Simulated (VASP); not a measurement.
# Te (P6_3/mmc) in VASP: a series of runs

Runs on Te. Level: PBE. Tasks: single point.

All numbers are computed with VASP 6.6.1; they aren't measurements. Logs are shortened: lines on timing, memory, paths and dates and some standing lists are left out, and cuts for length are marked.

**1. The cell of the first run**

It takes space group P6_3/mmc (No. 194, hexagonal). The conventional cell has a = 3.445 Å, b = 3.445 Å, c = 4.633 Å, α = 90.00°, β = 90.00°, γ = 120.00°. Te (site symmetry -6m2) has 12 Te at 3.05 to 3.44 Å within 4.0 Å.

This isn't the form of Te at room conditions, which is trigonal, of chains.

**2. Single point, PBE**

INCAR

```
PREC = Accurate
ENCUT = 520
EDIFF = 1E-6
ISMEAR = -1
SIGMA = 0.05
LREAL = False
LASPH = True
NELM = 100
ALGO = Normal
ISIF = 2
LWAVE = False
LCHARG = False
GGA = PE
NBANDS = 13
```

KPOINTS

```
Automatic mesh
0
Gamma
  14 14 8
```

POSCAR

```
Te
1.0
    3.4447090099      0.0000000000      0.0000000000
   -1.7223545049      2.9832055112      0.0000000000
    0.0000000000      0.0000000000      4.6333231197
Te
2
Direct
    0.3333333333      0.6666666667      0.2500000000
    0.6666666667      0.3333333333      0.7500000000
```

Potentials or basis: VASP PAW PBE potentials, release 64 (Te).

Run with:

```bash
$ cat potpaw_PBE.64/Te/POTCAR > POTCAR
$ mpirun -np 1 vasp_std > vasp.out
```

OUTCAR:

```text
PREC = Accurate
   ENCUT = 520
   EDIFF = 1E-6
   ISMEAR = -1
   LREAL = False
   LASPH = True
   NELM = 100
   ISIF = 2
   GGA = PE

 ion  position               nearest neighbor table
   1  0.333  0.667  0.250-   2 3.05   2 3.05   2 3.05   2 3.05   2 3.05   2 3.05
   2  0.667  0.333  0.750-   1 3.05   1 3.05   1 3.05   1 3.05   1 3.05   1 3.05

  LATTYP: Found a hexagonal cell.
 ALAT       =     3.4447090099
 C/A-ratio  =     1.3450550123

  Lattice vectors:

 A1 = (   3.4447090099,   0.0000000000,   0.0000000000)
 A2 = (  -1.7223545049,   2.9832055112,   0.0000000000)
 A3 = (   0.0000000000,   0.0000000000,   4.6333231197)

Analysis of symmetry for initial positions (statically):
=====================================================================
 Subroutine PRICEL returns:
 Original cell was already a primitive cell.

 Routine SETGRP: Setting up the symmetry group for a
 hexagonal supercell.

 Subroutine GETGRP returns: Found 24 space group operations
 (whereof 12 operations were pure point group operations)
 out of a pool of 24 trial point group operations.

The static configuration has the point symmetry D_3d.
 The point group associated with its full space group is D_6h.

Analysis of symmetry for dynamics (positions and initial velocities):
=====================================================================
 Subroutine PRICEL returns:
 Original cell was already a primitive cell.

 Routine SETGRP: Setting up the symmetry group for a
 hexagonal supercell.

 Subroutine GETGRP returns: Found 24 space group operations
 (whereof 12 operations were pure point group operations)
 out of a pool of 24 trial point group operations.

The dynamic configuration has the point symmetry D_3d.
 The point group associated with its full space group is D_6h.

 Subroutine INISYM returns: Found 24 space group operations
 (whereof 12 operations are pure point group operations),
 and found     1 'primitive' translations

----------------------------------------------------------------------------------------

                                     Primitive cell

  volume of cell :      47.6133

  direct lattice vectors                    reciprocal lattice vectors
     3.444709010  0.000000000  0.000000000     0.290300283  0.167604946  0.000000000
    -1.722354505  2.983205511  0.000000000     0.000000000  0.335209893  0.000000000
     0.000000000  0.000000000  4.633323120     0.000000000  0.000000000  0.215827814

  length of vectors
[... 80 lines left out ...]
   ENCUT  =  520.0 eV  38.22 Ry    6.18 a.u.   6.40  6.40  8.61*2*pi/ulx,y,z
   NELM   =    100;   NELMIN=  2; NELMDL= -5     # of ELM steps
   EDIFF  = 0.1E-05   stopping-criterion for ELM
   LREAL  =      F    real-space projection
   EDIFFG = 0.1E-04   stopping-criterion for IOM
   NSW    =      0    number of steps for IOM
   IBRION =     -1    ionic relax: 0-MD 1-quasi-New 2-CG
   NFREE  =      0    steps in history (QN), initial steepest desc. (CG)
   ISIF   =      2    stress and relaxation
   ISYM   =      2    0-nonsym 1-usesym 2-fastsym
   POTIM  = 0.5000    time-step for ionic-motion
   TEBEG  =    0.0;   TEEND  =   0.0 temperature during run
   PSTRESS=    0.0 pullay stress
   NELECT =      12.0000    total number of electrons
   NUPDOWN=      -1.0000    fix difference up-down
   EMIN   =  10.00;   EMAX   =-10.00  energy-range for DOS
   EFERMI =   0.00;   METHOD = LEGACY
   ISMEAR =    -1;   SIGMA  =   0.05  broadening in eV -4-tet -1-fermi 0-gaus
   EFERMI_NEDOS =   21; number of points for ismear=-14 and -15
   IALGO  =     38    algorithm
   IMIX   =      4    mixing-type and parameters
     AMIX     =   0.40;   BMIX     =  1.00
     AMIX_MAG =   1.60;   BMIX_MAG =  1.00
  volume/ion in A,a.u.               =      23.81       160.66
  Fermi-wavevector in a.u.,A,eV,Ry     =   1.034092  1.954150 14.549337  1.069346
  Thomas-Fermi vector in A             =   2.168370
   LORBIT       =      0    0 simple, 1 ext, 2 COOP (PROOUT), +10 PAW based schemes
   GGA     = PE    functional components
[... 5 lines left out ...]
 non-spin polarized calculation
  energy-cutoff  :      520.00
  volume of cell :       47.61
 maximum number of plane-waves:      1304
 NGX is ok and might be reduce to    28
   NGX = 13   NGY = 13   NGZ = 17

 number of electron      12.0000000 magnetization

 Free energy of the ion-electron system (eV)
  ---------------------------------------------------
  ext. energy  EPLUGINS =         0.00000000
  ---------------------------------------------------
  free energy    TOTEN  =        -5.26886720 eV

  energy without entropy =       -5.25987908  energy(sigma->0) =       -5.26437314

 E-fermi :  10.5548     XC(G=0): -10.8658

 val. band max:       10.5505909310   @ k =   0.0000   0.0000   0.0000
 cond. band min:      10.5549951218   @ k =   0.2857   0.2857   0.1250
 fundamental gap:      0.0044041908
 Fermi energy:        10.5548315876

 k-point     1 :       0.0000    0.0000    0.0000
  band No.  band energies     occupation
      1      -5.0436      2.00000
      2       0.8715      2.00000
      3       3.5157      2.00000
      4      10.5506      1.04238
      5      10.5506      1.04238
      6      13.1259      0.00000
      7      13.1259      0.00000
      8      15.1630      0.00000
      9      16.0331      0.00000
     10      18.0067      0.00000
     11      19.3879      0.00000
     12      19.3879      0.00000
     13      21.0101      0.00000
[... 354 lines left out ...]
  band No.  band energies     occupation
      1      -1.1326      2.00000
      2      -0.5544      2.00000
      3       4.2384      2.00000
      4       7.6185      2.00000
      5       7.6937      2.00000
      6       8.0950      2.00000
      7       8.4456      2.00000
      8       9.8692      2.00000
      9      14.0793      0.00000
     10      18.7194      0.00000
     11      20.7654      0.00000
     12      20.8692      0.00000
     13      24.8810      0.00000

 [... further k-points ...]
[... 5 lines left out ...]
  --------------------------------------------------------------------------------------
  -------------------------------------------------------------------------------------
  Total        5.0191878      5.0191878      5.0326807      0.0000000     -0.0000000      0.0000000
  in kB      168.8945840    168.8945840    169.3486176      0.0000000     -0.0000000      0.0000000
  external PRESSURE =     169.0459285 kB  Pullay stress =       0.0000000 kB

 VOLUME and BASIS-vectors are now :
 -----------------------------------------------------------------------------
  energy-cutoff  :      520.00
  volume of cell :       47.61
      direct lattice vectors                 reciprocal lattice vectors
     3.444709010  0.000000000  0.000000000     0.290300283  0.167604946  0.000000000
    -1.722354505  2.983205511  0.000000000     0.000000000  0.335209893  0.000000000
     0.000000000  0.000000000  4.633323120     0.000000000  0.000000000  0.215827814

 POSITION                                       TOTAL-FORCE (eV/Angst)
 -----------------------------------------------------------------------------------
     -0.00000      1.98880      1.15833        -0.000000     -0.000000      0.000000
      1.72235      0.99440      3.47499         0.000000      0.000000      0.000000
 -----------------------------------------------------------------------------------
    total drift:                               -0.000000      0.000000      0.000000

  FREE ENERGIE OF THE ION-ELECTRON SYSTEM (eV)
  ---------------------------------------------------
  free  energy   TOTEN  =        -5.2688672035 eV

  energy  without entropy=       -5.2598790763  energy(sigma->0) =       -5.26437314
```

OSZICAR:

```text
N       E                     dE             d eps       ncg     rms          rms(c)
DAV:   1     0.451821406729E+02    0.45182E+02   -0.48250E+03  3120   0.774E+02
DAV:   2    -0.302270639301E+01   -0.48205E+02   -0.45895E+02  4156   0.120E+02
DAV:   3    -0.524442869519E+01   -0.22217E+01   -0.22037E+01  4031   0.281E+01
DAV:   4    -0.526740688962E+01   -0.22978E-01   -0.22974E-01  3690   0.351E+00
DAV:   5    -0.526778029228E+01   -0.37340E-03   -0.37340E-03  4089   0.466E-01    0.133E+01
DAV:   6    -0.526813760574E+01   -0.35731E-03   -0.14340E-03  3755   0.245E-01    0.809E+00
DAV:   7    -0.526884532849E+01   -0.70772E-03   -0.32395E-03  3690   0.366E-01    0.125E-01
DAV:   8    -0.526886587484E+01   -0.20546E-04   -0.68383E-05  3897   0.551E-02    0.948E-02
DAV:   9    -0.526886658079E+01   -0.70596E-06   -0.12578E-05  3818   0.249E-02    0.585E-02
DAV:  10    -0.526886720351E+01   -0.62272E-06   -0.10898E-06  2673   0.773E-03
   1 F= -.52688672E+01 E0= -.52643731E+01  d E =-.898813E-02
```

stdout:

```text
POSCAR found type information on POSCAR Te
 POSCAR found :  1 types and       2 ions
 scaLAPACK will be used
 LDA part: xc-table for (Slater+PW92), standard interpolation
 POSCAR, INCAR and KPOINTS ok, starting setup
 FFT: planning ... GRIDC
 FFT: planning ... GRID_SOFT
 FFT: planning ... GRID
 WAVECAR not read
 entering main loop
```

Run time: 20 s. Hardware: 1 thread of Intel Xeon 6975P-C (Granite Rapids), shared host; peak memory 0.21 GiB.

Results:

```yaml
Free_energy: -5.2689 eV
Pressure: 16.9 GPa
Band_gap_on_the_k_mesh: zero (bands 6 and 7 overlap by 4.68 eV)
```

Caveat: the cell stands under pressure; spin-orbit coupling is left out, which moves the levels of the heavy elements.

**3. Single point, PBE**

INCAR

```
SYSTEM = Te
PREC = Accurate ; ENCUT = 520
EDIFF = 1E-6 ; ISMEAR = -1
SIGMA = 0.05 ; LREAL = .FALSE.
LASPH = .TRUE. ; NELM = 60
ALGO = Normal ; ISIF = 2
LWAVE = .FALSE. ; LCHARG = .FALSE.
GGA = PE ; NBANDS = 13
```

KPOINTS

```
Automatic mesh
0
G
  14 14 8
  0 0 0
```

POSCAR is that of step 2.

Potentials or basis: VASP PAW PBE potentials, release 64 (Te).

Run with:

```bash
$ cat potpaw_PBE.64/Te/POTCAR > POTCAR
$ mpirun -np 1 vasp_std > vasp.out
```

OUTCAR:

```text
SYSTEM = Te
   PREC = Accurate
   ENCUT = 520
   EDIFF = 1E-6
   ISMEAR = -1
   LREAL = .FALSE.
   LASPH = .TRUE.
   NELM = 60
   ISIF = 2
   GGA = PE

 ion  position               nearest neighbor table
   1  0.333  0.667  0.250-   2 3.05   2 3.05   2 3.05   2 3.05   2 3.05   2 3.05
   2  0.667  0.333  0.750-   1 3.05   1 3.05   1 3.05   1 3.05   1 3.05   1 3.05

  LATTYP: Found a hexagonal cell.
 ALAT       =     3.4447090099
 C/A-ratio  =     1.3450550123

  Lattice vectors:

 A1 = (   3.4447090099,   0.0000000000,   0.0000000000)
 A2 = (  -1.7223545049,   2.9832055112,   0.0000000000)
 A3 = (   0.0000000000,   0.0000000000,   4.6333231197)

Analysis of symmetry for initial positions (statically):
=====================================================================
 Subroutine PRICEL returns:
 Original cell was already a primitive cell.

 Routine SETGRP: Setting up the symmetry group for a
 hexagonal supercell.

 Subroutine GETGRP returns: Found 24 space group operations
 (whereof 12 operations were pure point group operations)
 out of a pool of 24 trial point group operations.

The static configuration has the point symmetry D_3d.
 The point group associated with its full space group is D_6h.

Analysis of symmetry for dynamics (positions and initial velocities):
=====================================================================
 Subroutine PRICEL returns:
 Original cell was already a primitive cell.

 Routine SETGRP: Setting up the symmetry group for a
 hexagonal supercell.

 Subroutine GETGRP returns: Found 24 space group operations
 (whereof 12 operations were pure point group operations)
 out of a pool of 24 trial point group operations.

The dynamic configuration has the point symmetry D_3d.
 The point group associated with its full space group is D_6h.

 Subroutine INISYM returns: Found 24 space group operations
 (whereof 12 operations are pure point group operations),
 and found     1 'primitive' translations

[... 110 lines left out ...]
   EFERMI_NEDOS =   21; number of points for ismear=-14 and -15
   IALGO  =     38    algorithm
   IMIX   =      4    mixing-type and parameters
     AMIX     =   0.40;   BMIX     =  1.00
     AMIX_MAG =   1.60;   BMIX_MAG =  1.00
  volume/ion in A,a.u.               =      23.81       160.66
  Fermi-wavevector in a.u.,A,eV,Ry     =   1.034092  1.954150 14.549337  1.069346
  Thomas-Fermi vector in A             =   2.168370
   LORBIT       =      0    0 simple, 1 ext, 2 COOP (PROOUT), +10 PAW based schemes
   GGA     = PE    functional components
[... 5 lines left out ...]
 non-spin polarized calculation
  energy-cutoff  :      520.00
  volume of cell :       47.61
 maximum number of plane-waves:      1304
 NGX is ok and might be reduce to    28
   NGX = 13   NGY = 13   NGZ = 17

 number of electron      12.0000000 magnetization

 Free energy of the ion-electron system (eV)
  ---------------------------------------------------
  ext. energy  EPLUGINS =         0.00000000
  ---------------------------------------------------
  free energy    TOTEN  =        -5.26886720 eV

  energy without entropy =       -5.25987908  energy(sigma->0) =       -5.26437314

 E-fermi :  10.5548     XC(G=0): -10.8658

 val. band max:       10.5505909310   @ k =   0.0000   0.0000   0.0000
 cond. band min:      10.5549951218   @ k =   0.2857   0.2857   0.1250
 fundamental gap:      0.0044041908
 Fermi energy:        10.5548315876

 k-point     1 :       0.0000    0.0000    0.0000
  band No.  band energies     occupation
      1      -5.0436      2.00000
      2       0.8715      2.00000
      3       3.5157      2.00000
      4      10.5506      1.04238
      5      10.5506      1.04238
      6      13.1259      0.00000
      7      13.1259      0.00000
      8      15.1630      0.00000
      9      16.0331      0.00000
     10      18.0067      0.00000
     11      19.3879      0.00000
     12      19.3879      0.00000
     13      21.0101      0.00000
[... 354 lines left out ...]
  band No.  band energies     occupation
      1      -1.1326      2.00000
      2      -0.5544      2.00000
      3       4.2384      2.00000
      4       7.6185      2.00000
      5       7.6937      2.00000
      6       8.0950      2.00000
      7       8.4456      2.00000
      8       9.8692      2.00000
      9      14.0793      0.00000
     10      18.7194      0.00000
     11      20.7654      0.00000
     12      20.8692      0.00000
     13      24.8810      0.00000

 [... further k-points ...]
[... 5 lines left out ...]
  --------------------------------------------------------------------------------------
  -------------------------------------------------------------------------------------
  Total        5.0191878      5.0191878      5.0326807      0.0000000     -0.0000000      0.0000000
  in kB      168.8945840    168.8945840    169.3486176      0.0000000     -0.0000000      0.0000000
  external PRESSURE =     169.0459285 kB  Pullay stress =       0.0000000 kB

 VOLUME and BASIS-vectors are now :
 -----------------------------------------------------------------------------
  energy-cutoff  :      520.00
  volume of cell :       47.61
      direct lattice vectors                 reciprocal lattice vectors
     3.444709010  0.000000000  0.000000000     0.290300283  0.167604946  0.000000000
    -1.722354505  2.983205511  0.000000000     0.000000000  0.335209893  0.000000000
     0.000000000  0.000000000  4.633323120     0.000000000  0.000000000  0.215827814

 POSITION                                       TOTAL-FORCE (eV/Angst)
 -----------------------------------------------------------------------------------
     -0.00000      1.98880      1.15833        -0.000000     -0.000000      0.000000
      1.72235      0.99440      3.47499         0.000000      0.000000      0.000000
 -----------------------------------------------------------------------------------
    total drift:                               -0.000000      0.000000      0.000000

  FREE ENERGIE OF THE ION-ELECTRON SYSTEM (eV)
  ---------------------------------------------------
  free  energy   TOTEN  =        -5.2688672035 eV

  energy  without entropy=       -5.2598790763  energy(sigma->0) =       -5.26437314
```

OSZICAR:

```text
N       E                     dE             d eps       ncg     rms          rms(c)
DAV:   1     0.451821406729E+02    0.45182E+02   -0.48250E+03  3120   0.774E+02
DAV:   2    -0.302270639301E+01   -0.48205E+02   -0.45895E+02  4156   0.120E+02
DAV:   3    -0.524442869519E+01   -0.22217E+01   -0.22037E+01  4031   0.281E+01
DAV:   4    -0.526740688962E+01   -0.22978E-01   -0.22974E-01  3690   0.351E+00
DAV:   5    -0.526778029228E+01   -0.37340E-03   -0.37340E-03  4089   0.466E-01    0.133E+01
DAV:   6    -0.526813760574E+01   -0.35731E-03   -0.14340E-03  3755   0.245E-01    0.809E+00
DAV:   7    -0.526884532849E+01   -0.70772E-03   -0.32395E-03  3690   0.366E-01    0.125E-01
DAV:   8    -0.526886587484E+01   -0.20546E-04   -0.68383E-05  3897   0.551E-02    0.948E-02
DAV:   9    -0.526886658079E+01   -0.70596E-06   -0.12578E-05  3818   0.249E-02    0.585E-02
DAV:  10    -0.526886720351E+01   -0.62272E-06   -0.10898E-06  2673   0.773E-03
   1 F= -.52688672E+01 E0= -.52643731E+01  d E =-.898813E-02
```

Wall time 20 s (1 thread of Intel Xeon 6975P-C (Granite Rapids), shared host); peak memory 0.21 GiB.

Results:

```yaml
Free_energy: -5.2689 eV
Pressure: 16.9 GPa
Band_gap_on_the_k_mesh: zero (bands 6 and 7 overlap by 4.68 eV)
```

Caveat: the cell stands under pressure; spin-orbit coupling is left out, which moves the levels of the heavy elements.
